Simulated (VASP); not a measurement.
W, 1 atom in the cell. Symmetry: Fm-3m, No. 225, cubic system. Conventional cell: a = 4.104 Å, b = 4.104 Å, c = 4.104 Å, α = 90.00°, β = 90.00°, γ = 90.00°. Within 3.8 Å of W (site symmetry m-3m) lie 12 W at 2.90 Å.  This cell differs from its parent crystal: volume scaled by 1.04.

| Quantity | Value |
| --- | --- |
| Program | VASP 6.6.1 |
| Task | single point |
| Functional | revPBE |
| Potentials or basis | VASP PAW PBE potentials, release 64 (W_sv) |
| Cutoff | 520 eV |
| k mesh | 15 × 15 × 15 |
| Occupations | fermi-dirac, width 0.1 eV |
| Spin | no spin polarisation |
| Dipole correction | no |
| Further INCAR settings | ALGO = Normal; EDIFF = 1e-07; NBANDS = 13 |

Potentials or basis: VASP PAW PBE potentials, release 64 (W_sv).

Command:

```console
$ cat potpaw_PBE.64/W_sv/POTCAR > POTCAR
$ mpirun -np 1 vasp_std > vasp.out
```

Hardware: 1 thread of Intel Xeon 8259CL, with other jobs on the host.

**Question.** How long does it take, and how much memory?

**Answer.** Run time: 36 s on 1 thread of Intel Xeon 8259CL, with other jobs on the host, peak memory 0.16 GiB. Counts: scf iterations 13, k points 120.
